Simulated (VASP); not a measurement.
Write the native input for VASP 6.6.1 that does the following.

* Task: single point
* Functional: PBE
* Potentials or basis: VASP PAW PBE potentials, release 64 (B)
* Cutoff: 520 eV
* k mesh: 22 × 22 × 22
* Occupations: fermi-dirac, width 0.1 eV
* Spin: no spin polarisation
* Dipole correction: no
* Further INCAR settings: ALGO = Normal; EDIFF = 1e-06; NBANDS = 10

The structure of B lies in POSCAR:

```
B
1.0
    0.0000000000      2.0261947002      2.0261947002
    2.0261947002      0.0000000000      2.0261947002
    2.0261947002      2.0261947002      0.0000000000
B
2
Direct
    0.1250000000      0.1250000000      0.1250000000
    0.8750000000      0.8750000000      0.8750000000
```

These files were run (other wordings do the same):

INCAR

```
PREC = Accurate
ENCUT = 520
EDIFF = 1E-6
ISMEAR = -1
SIGMA = 0.1
LREAL = F
LASPH = T
NELM = 80
ALGO = Normal
ISIF = 2
LWAVE = F
LCHARG = F
GGA = PE
NBANDS = 10
```

KPOINTS

```
Automatic mesh
0
Gamma
  22 22 22
```

Potentials or basis: VASP PAW PBE potentials, release 64 (B).

Command:

```bash
$ cat potpaw_PBE.64/B/POTCAR > POTCAR
$ mpirun -np 1 vasp_std > vasp.out
```

Results of the run:

* Pressure: 0.0 GPa
* Band gap on the k mesh: zero (band 3 reaches 7.78 eV, above the bottom of band 4 at 0.66 eV)

Wall time 33 s on 1 thread of Intel(R) Xeon(R) Platinum 8259CL CPU @ 2.50GHz (Skylake/Cascade Lake), on a shared host, peak memory 0.16 GiB.
